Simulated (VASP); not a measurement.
Here is a VASP 6.6.1 calculation.

Contents of INCAR:

```
PREC = Accurate ; ENCUT = 520
EDIFF = 1E-6 ; ISMEAR = 0
SIGMA = 0.1 ; LREAL = F
LASPH = T ; NELM = 60
ALGO = Normal ; ISIF = 2
LWAVE = F ; LCHARG = T
GGA = PE ; LELF = T
LVHAR = T ; NBANDS = 32
```

Contents of KPOINTS:

```
regular mesh
0
Gamma
  14 14 8
```

Contents of POSCAR:

```
CuO2
1.0
    1.3113556020     -4.8372290180      0.0000000000
    1.3113556020      4.8372290180      0.0000000000
    0.0000000000      0.0000000000      4.0320776676
Cu O
2 4
Direct
    0.8327470000      0.1672530000      0.2500000000
    0.1672530000      0.8327470000      0.7500000000
    0.4485140000      0.5514860000      0.2500000000
    0.5514860000      0.4485140000      0.7500000000
    0.2110300000      0.7889700000      0.2500000000
    0.7889700000      0.2110300000      0.7500000000
```

Potentials or basis: VASP PAW PBE potentials, release 64 (Cu, O).

Command:

```sh
$ cat potpaw_PBE.64/Cu/POTCAR potpaw_PBE.64/O/POTCAR > POTCAR
$ mpirun -np 1 vasp_std > vasp.out
```

Estimate the band gap on the k mesh.

zero (bands 23 and 24 overlap by 0.73 eV).

What does it give for the pressure?

56.1 GPa.

Forces in eV/Å, atoms in the order of the input:
```
Cu   0.000 -0.413  0.000
Cu   0.000  0.413  0.000
O    0.000 -3.295  0.000
O    0.000  3.295  0.000
O    0.000  2.827  0.000
O    0.000 -2.827  0.000
```

Caveat: the stress differs along the axes, from 37 to 73 GPa; semilocal functionals often make such compounds metallic where correlation or magnetic order opens a gap, which also shifts bond lengths; forces of over 1 eV/Å act on the atoms, so gaps and moduli don't describe the material at rest. With open d or f shells a metallic result of PBE can be an artefact of self-interaction; +U or a hybrid may open a gap.
